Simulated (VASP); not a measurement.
## ScAl3: single point with PBE

ScAl3:

```
Sc Al
1.0
     4.10771   -0.09814   -0.09814
    -0.09814    4.10771   -0.09814
    -0.09814   -0.09814    4.10771
Sc Al
1 3
Direct
  0.00000 0.00000 0.00000
  0.50000 0.00000 0.50000
  0.00000 0.50000 0.50000
  0.50000 0.50000 0.00000
```

This cell differs from its parent crystal: ratio of the length along [111] to the lengths across it x 0.93, volume and fractional coordinates fixed.

```
Program                : VASP 6.6.1
Task                   : single point
Functional             : PBE
Potentials or basis    : VASP PAW PBE potentials, release 64 (Sc_sv, Al)
Cutoff                 : 520 eV
k mesh                 : 14 × 14 × 14
Occupations            : gaussian, width 0.15 eV
Spin                   : no spin polarisation
Dipole correction      : no
Further INCAR settings : ALGO = Fast; EDIFF = 1e-06; NBANDS = 18
```

The pressure is 0.7 GPa and the band gap on the k mesh is zero (bands 10 and 11 overlap by 3.04 eV).

Stress tensor (GPa, compression positive):
```
0.75 3.41 3.41
3.41 0.75 3.41
3.41 3.41 0.75
```

Levels at points of the mesh, in eV from the Fermi level:
```
           k point  band 7  band 8  band 9  band 10  band 11  band 12  band 13  band 14
(0.00, 0.00, 0.00)   -2.55   -1.87   -1.87    -1.50     1.10     1.31     1.31     1.55
(0.50, 0.00, 0.00)   -1.79   -1.58   -1.33     0.41     0.92     1.48     1.58     1.60
(0.50, 0.50, 0.00)   -5.29   -4.27   -0.61    -0.46     1.18     1.46     2.13     2.50
(0.50, 0.50, 0.50)   -4.38   -4.23   -3.09    -3.09    -2.46     0.99     2.60     2.60
```

Run time: 5.3 min on 1 thread of Intel(R) Xeon(R) Platinum 8259CL CPU @ 2.50GHz (Skylake/Cascade Lake) (shared host), peak memory 0.43 GiB.
